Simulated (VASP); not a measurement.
# C (P1) in VASP: single point with r2SCAN

Aim: the single point of C with r2SCAN.

Everything below comes from runs of VASP 6.6.1. Logs are shortened: lines on timing, memory, paths and dates and some standing lists are left out, and cuts for length are marked.

### 1 The cell of the first run

The typed cell holds 8 atoms: a = 3.544 Å, b = 3.470 Å, c = 3.498 Å, α = 92.34°, β = 91.63°, γ = 93.35°.

### 2 Single point, r2SCAN (atoms moved at random and the cell strained at random)

POSCAR

```
C
1.0
    3.5423513235      0.1029311262      0.0510656325
   -0.1029311262     -3.4680900276      0.0719640133
   -0.0510656325      0.0719640133     -3.4972661977
C
8
Direct
    0.4992527839     -0.0171287071      0.0124644071
   -0.0285451066      0.5011893459     -0.0216373844
    0.0093951105      0.0107847989      0.5022946259
    0.4860118859      0.4946703486      0.5284685295
    0.7539418944      0.7677312335      0.7362011851
    0.2607998615      0.2518395522      0.7503563451
    0.2664819280      0.7468765726      0.2347903142
    0.7526616424      0.2440368554      0.2570619775
```

INCAR.step1

```
SYSTEM = C
ALGO = Normal
EDIFF = 1E-5
ENCUT = 660
GGA = PE
GGA_COMPAT = .False.
ISMEAR = 0
LASPH = .True.
LCHARG = .False.
LREAL = .False.
LWAVE = .True.
NBANDS = 26
NELM = 120
PREC = Accurate
SIGMA = 0.05
```

INCAR.step2

```
SYSTEM = C
ALGO = Normal
EDIFF = 1E-6
ENCUT = 660
GGA_COMPAT = .False.
ISIF = 2
ISMEAR = 0
ISTART = 1
LASPH = .True.
LCHARG = .False.
LMIXTAU = .True.
LREAL = .False.
LWAVE = .False.
METAGGA = R2SCAN
NBANDS = 26
NELM = 120
PREC = Accurate
SIGMA = 0.05
```

KPOINTS

```
k-points
0
Gamma
  6 6 6
  0 0 0
```

Potentials or basis: VASP PAW PBE potentials, release 64 (C).

Started as:

```
$ cat potpaw_PBE.64/C/POTCAR > POTCAR
$ cp INCAR.step1 INCAR
$ mpirun -np 1 vasp_std > vasp.out
$ cp INCAR.step2 INCAR
$ mpirun -np 1 vasp_std > vasp.out
```

OUTCAR:

```text
SYSTEM = C
   EDIFF = 1E-6
   ENCUT = 660
   ISIF = 2
   ISMEAR = 0
   ISTART = 1
   LASPH = .True.
   LREAL = .False.
   METAGGA = R2SCAN
   NELM = 120
   PREC = Accurate

 ion  position               nearest neighbor table
   1  0.499  0.983  0.012-   7 1.40   8 1.47   5 1.54   6 1.60
   2  0.971  0.501  0.978-   5 1.51   8 1.54   7 1.55   6 1.59
   3  0.009  0.011  0.502-   6 1.43   5 1.49   8 1.52   7 1.62
   4  0.486  0.495  0.528-   6 1.40   5 1.46   7 1.59   8 1.62
   5  0.754  0.768  0.736-   4 1.46   3 1.49   2 1.51   1 1.54
   6  0.261  0.252  0.750-   4 1.40   3 1.43   2 1.59   1 1.60
   7  0.266  0.747  0.235-   1 1.40   2 1.55   4 1.59   3 1.62
   8  0.753  0.244  0.257-   1 1.47   3 1.52   2 1.54   4 1.62

  LATTYP: Found a triclinic cell.
 ALAT       =     3.4983792498
 B/A-ratio  =     1.4370463080
 C/A-ratio  =     2.9980089052
 COS(alpha) =     0.0004670814
 COS(beta)  =     0.6496688609
 COS(gamma) =     0.7240735479

  Lattice vectors:

 A1 = (   0.0510656325,  -0.0719640133,   3.4972661977)
 A2 = (  -0.0518654937,  -3.5400540409,   3.5692302110)
 A3 = (   3.8503448409,   6.8951831548,   6.9016700013)

Analysis of symmetry for initial positions (statically):
=====================================================================
 Subroutine PRICEL returns:
 Original cell was already a primitive cell.

 Routine SETGRP: Setting up the symmetry group for a
 triclinic supercell.

 Subroutine GETGRP returns: Found  1 space group operations
 (whereof  1 operations were pure point group operations)
 out of a pool of  2 trial point group operations.

The static configuration has the point symmetry C_1 .

Analysis of symmetry for dynamics (positions and initial velocities):
=====================================================================
 Subroutine PRICEL returns:
 Original cell was already a primitive cell.

 Routine SETGRP: Setting up the symmetry group for a
 triclinic supercell.

 Subroutine GETGRP returns: Found  1 space group operations
 (whereof  1 operations were pure point group operations)
 out of a pool of  2 trial point group operations.

The dynamic configuration has the point symmetry C_1 .

 Subroutine INISYM returns: Found  1 space group operations
 (whereof  1 operations are pure point group operations),
 and found     1 'primitive' translations

----------------------------------------------------------------------------------------

                                     Primitive cell

  volume of cell :      42.8994

  direct lattice vectors                    reciprocal lattice vectors
     3.542351324  0.102931126  0.051065632     0.282606685 -0.008476867 -0.004300936
    -0.102931126 -3.468090028  0.071964013     0.008476867 -0.288720586 -0.006064842
    -0.051065632  0.071964013 -3.497266198     0.004300936 -0.006064842 -0.286125226

  length of vectors
     3.544214358  3.470363392  3.498379250     0.282766500  0.288908664  0.286221811

  position of ions in fractional coordinates (direct lattice)
     0.499252784  0.982871293  0.012464407
     0.971454893  0.501189346  0.978362616
     0.009395111  0.010784799  0.502294626
     0.486011886  0.494670349  0.528468530
     0.753941894  0.767731234  0.736201185
     0.260799861  0.251839552  0.750356345
     0.266481928  0.746876573  0.234790314
     0.752661642  0.244036855  0.257061978

  ion indices of the primitive-cell ions
   primitive index   ion index
                 1           1
                 2           2
                 3           3
                 4           4
                 5           5
                 6           6
                 7           7
                 8           8

----------------------------------------------------------------------------------------

 KPOINTS: k-points

Automatic generation of k-mesh.
 Grid dimensions read from file:
 generate k-points for:    6    6    6

 Generating k-lattice:

  Cartesian coordinates                     Fractional coordinates (reciprocal lattice)
     0.047101114 -0.001412811 -0.000716823     0.166666667 -0.000000000 -0.000000000
     0.001412811 -0.048120098 -0.001010807     0.000000000  0.166666667  0.000000000
     0.000716823 -0.001010807 -0.047687538    -0.000000000  0.000000000  0.166666667

  Length of vectors
     0.047127750  0.048151444  0.047703635

  Shift w.r.t. Gamma in fractional coordinates (k-lattice)
     0.000000000  0.000000000  0.000000000

 Subroutine IBZKPT returns following result:
 ===========================================

 Found    112 irreducible k-points:

 Following reciprocal coordinates:
            Coordinates               Weight
  0.000000  0.000000  0.000000      1.000000
  0.166667  0.000000  0.000000      2.000000
  0.333333  0.000000  0.000000      2.000000
  0.500000  0.000000  0.000000      1.000000
  0.000000  0.166667  0.000000      2.000000
  0.166667  0.166667  0.000000      2.000000
[... 16 lines left out ...]
  0.333333  0.000000  0.166667      2.000000
  0.500000  0.000000  0.166667      2.000000
 [... further k-points ...]
   k-points           NKPTS =    112   k-points in BZ     NKDIM =    112   number of bands    NBANDS=     26
   number of dos      NEDOS =    301   number of ions     NIONS =      8
   total plane-waves  NPLWV =  27000
   dimension x,y,z NGX =    30 NGY =   30 NGZ =   30
   dimension x,y,z NGXF=    60 NGYF=   60 NGZF=   60
   ions per type =               8
   NGX,Y,Z   is equivalent  to a cutoff of  14.07, 14.37, 14.26 a.u.
   NGXF,Y,Z  is equivalent  to a cutoff of  28.14, 28.74, 28.51 a.u.
 SYSTEM =  C
   PREC   = accura    normal or accurate (medium, high low for compatibility)
   ISTART =      1    job   : 0-new  1-cont  2-samecut
   ICHARG =      0    charge: 1-file 2-atom 10-const
   ISPIN  =      1    spin polarized calculation?
   LNONCOLLINEAR =      F non collinear calculations
   LSORBIT =      F    spin-orbit coupling
   LASPH  =      T    aspherical Exc in radial PAW
   ENCUT  =  660.0 eV  48.51 Ry    6.96 a.u.   7.42  7.27  7.33*2*pi/ulx,y,z
   NELM   =    120;   NELMIN=  2; NELMDL=  0     # of ELM steps
   EDIFF  = 0.1E-05   stopping-criterion for ELM
   LREAL  =      F    real-space projection
   EDIFFG = 0.1E-04   stopping-criterion for IOM
   NSW    =      0    number of steps for IOM
   IBRION =     -1    ionic relax: 0-MD 1-quasi-New 2-CG
   NFREE  =      0    steps in history (QN), initial steepest desc. (CG)
   ISIF   =      2    stress and relaxation
   ISYM   =      2    0-nonsym 1-usesym 2-fastsym
   POTIM  = 0.5000    time-step for ionic-motion
   TEBEG  =    0.0;   TEEND  =   0.0 temperature during run
   PSTRESS=    0.0 pullay stress
   NELECT =      32.0000    total number of electrons
   NUPDOWN=      -1.0000    fix difference up-down
   EMIN   =  10.00;   EMAX   =-10.00  energy-range for DOS
   EFERMI =   0.00;   METHOD = LEGACY
   ISMEAR =     0;   SIGMA  =   0.05  broadening in eV -4-tet -1-fermi 0-gaus
   EFERMI_NEDOS =   21; number of points for ismear=-14 and -15
   IALGO  =     38    algorithm
   IMIX   =      4    mixing-type and parameters
     AMIX     =   0.40;   BMIX     =  1.00
     AMIX_MAG =   1.60;   BMIX_MAG =  1.00
  volume/ion in A,a.u.               =       5.36        36.19
  Fermi-wavevector in a.u.,A,eV,Ry     =   1.484708  2.805692 29.992118  2.204358
  Thomas-Fermi vector in A             =   2.598211
   LORBIT       =      0    0 simple, 1 ext, 2 COOP (PROOUT), +10 PAW based schemes
   METAGGA = R2SCAN    functional components
   LHFCALC =     F    Hartree Fock is set to
   AEXX    =    0.0000 exact exchange contribution
   IVDW    =     0    specifies the selected vdW correction
   LEPSILON=     F    determine dielectric tensor
   LRPA    =     F    only Hartree local field effects (RPA)
 non-spin polarized calculation
 Gauss-broadening in eV      SIGMA  =   0.05
  energy-cutoff  :      660.00
  volume of cell :       42.90
 maximum number of plane-waves:      1666
 NGX is ok and might be reduce to    30
   NGX = 15   NGY = 15   NGZ = 15

 number of electron      32.0000000 magnetization

 Free energy of the ion-electron system (eV)
  ---------------------------------------------------
  ext. energy  EPLUGINS =         0.00000000
  ---------------------------------------------------
  free energy    TOTEN  =       -76.55772735 eV

  energy without entropy =      -76.55772735  energy(sigma->0) =      -76.55772735

 E-fermi :  11.8947     XC(G=0): -14.5713

 val. band max:       11.6681592320   @ k =   0.0000   0.0000   0.0000
 cond. band min:      13.9753508406   @ k =   0.0000   0.0000   0.0000
 fundamental gap:      2.3071916086
 Fermi energy:        11.8947316454

 k-point     1 :       0.0000    0.0000    0.0000
  band No.  band energies     occupation
      1     -13.0128      2.00000
      2      -4.4063      2.00000
      3      -3.9301      2.00000
      4      -3.7944      2.00000
      5      -3.2980      2.00000
      6      -2.9910      2.00000
[... 18 lines left out ...]
     25      18.2432      0.00000
     26      25.6027      0.00000

 k-point     2 :       0.1667    0.0000    0.0000
  band No.  band energies     occupation
      1     -12.7424      2.00000
      2      -6.4643      2.00000
      3      -4.1582      2.00000
      4      -3.4804      2.00000
      5      -2.8935      2.00000
      6      -2.4959      2.00000
[... 18 lines left out ...]
     25      19.0297      0.00000
     26      25.6548      0.00000

 k-point     3 :       0.3333    0.0000    0.0000
  band No.  band energies     occupation
      1     -11.9368      2.00000
      2      -8.7439      2.00000
      3      -3.9149      2.00000
      4      -3.1472      2.00000
      5      -2.4289      2.00000
      6      -1.8929      2.00000
[... 572 lines left out ...]
 k-point    23 :       0.3333    0.0000    0.1667
  band No.  band energies     occupation
      1     -11.6295      2.00000
      2      -8.5596      2.00000
      3      -5.6584      2.00000
      4      -3.5869      2.00000
      5      -2.0236      2.00000
      6      -0.4027      2.00000
[... 18 lines left out ...]
     25      22.6270      0.00000
     26      24.5363      0.00000

 k-point    24 :       0.5000    0.0000    0.1667
  band No.  band energies     occupation
      1     -10.5062      2.00000
      2     -10.1434      2.00000
      3      -4.8960      2.00000
      4      -4.2275      2.00000
      5      -1.3481      2.00000
      6      -1.0896      2.00000
[... 18 lines left out ...]
     25      22.6083      0.00000
     26      22.8808      0.00000

 [... further k-points ...]

------------------------ aborting loop because EDIFF is reached ----------------------------------------

  FORCE on cell =-STRESS in cart. coord.  units (eV):
  Direction    XX          YY          ZZ          XY          YZ          ZX
  --------------------------------------------------------------------------------------
  -------------------------------------------------------------------------------------
  Total        5.7191763     11.9046652      8.9684264    -11.3113380      6.4034433     -3.7830213
  in kB      213.5959056    444.6073326    334.9466838   -422.4481515    239.1514409   -141.2857049
  external PRESSURE =     331.0499740 kB  Pullay stress =       0.0000000 kB

 VOLUME and BASIS-vectors are now :
 -----------------------------------------------------------------------------
  energy-cutoff  :      660.00
  volume of cell :       42.90
      direct lattice vectors                 reciprocal lattice vectors
     3.542351324  0.102931126  0.051065632     0.282606685 -0.008476867 -0.004300936
    -0.102931126 -3.468090028  0.071964013     0.008476867 -0.288720586 -0.006064842
    -0.051065632  0.071964013 -3.497266198     0.004300936 -0.006064842 -0.286125226

 POSITION                                       TOTAL-FORCE (eV/Angst)
 -----------------------------------------------------------------------------------
      1.66672     -3.35640      0.05263         1.844744     -3.400669      2.467712
      3.33969     -1.56777     -3.33592         4.419264     -0.020098     -3.193683
      0.00652     -0.00029     -1.75540        -0.109502      1.531348      2.610382
      1.64372     -1.62750     -1.78778         3.234334     -1.819368      6.413243
      2.55411     -2.53198     -2.48094        -0.842141      2.197849     -2.389654
      0.85961     -0.79256     -2.59275        -3.028387      0.862247     -2.877976
      0.85511     -2.54591     -0.75377        -4.901073      2.146227     -3.201347
      2.62795     -0.75037     -0.84302        -0.617239     -1.497538      0.171321
 -----------------------------------------------------------------------------------
    total drift:                                0.000110     -0.000113      0.000012

  FREE ENERGIE OF THE ION-ELECTRON SYSTEM (eV)
  ---------------------------------------------------
  free  energy   TOTEN  =       -76.5577273497 eV

  energy  without entropy=      -76.5577273497  energy(sigma->0) =      -76.55772735
```

It took 17 min on 1 thread of Oxide Virtual Turin-like, shared host; peak memory 0.21 GiB.

What came out:

| Quantity | Value |
| --- | --- |
| Free energy | -76.5577 eV |
| Pressure | 33.1 GPa |
| Largest force | 7.410 eV/Å |
| Band gap on the k mesh | 2.31 eV |

Forces in eV/Å, atoms in the order of the input:
```
C    1.845 -3.401  2.468
C    4.419 -0.020 -3.194
C   -0.110  1.531  2.610
C    3.234 -1.819  6.413
C   -0.842  2.198 -2.390
C   -3.028  0.862 -2.878
C   -4.901  2.146 -3.201
C   -0.617 -1.498  0.171
```

Levels at points of the mesh, in eV from the valence-band top:
| k point | band 14 | band 15 | band 16 | band 17 | band 18 | band 19 |
| --- | --- | --- | --- | --- | --- | --- |
| (0.00, 0.00, 0.00) | -2.44 | -0.99 | 0.00 | 2.31 | 2.55 | 3.10 |
| (0.50, 0.00, 0.00) | -5.44 | -4.95 | -4.38 | 3.27 | 3.73 | 8.52 |
| (0.00, 0.50, 0.00) | -5.34 | -5.10 | -4.95 | 3.06 | 3.32 | 8.78 |
| (0.50, 0.50, 0.00) | -4.57 | -4.15 | -3.97 | 6.40 | 6.71 | 7.43 |
| (0.00, 0.00, 0.50) | -5.82 | -5.39 | -4.73 | 3.28 | 3.66 | 8.33 |
| (0.50, 0.00, 0.50) | -4.69 | -4.32 | -3.93 | 5.85 | 6.05 | 7.38 |
| (0.00, 0.50, 0.50) | -4.79 | -3.89 | -2.94 | 5.81 | 6.69 | 7.62 |
| (0.50, 0.50, 0.50) | -3.42 | -3.37 | -2.73 | 5.41 | 5.95 | 6.56 |

Caveat: the cell differs from its parent crystal (atoms moved at random and the cell strained at random); the stress differs along the axes, from 21 to 44 GPa; the PAW data sets were made with another functional, which shifts forces and pressure a little.
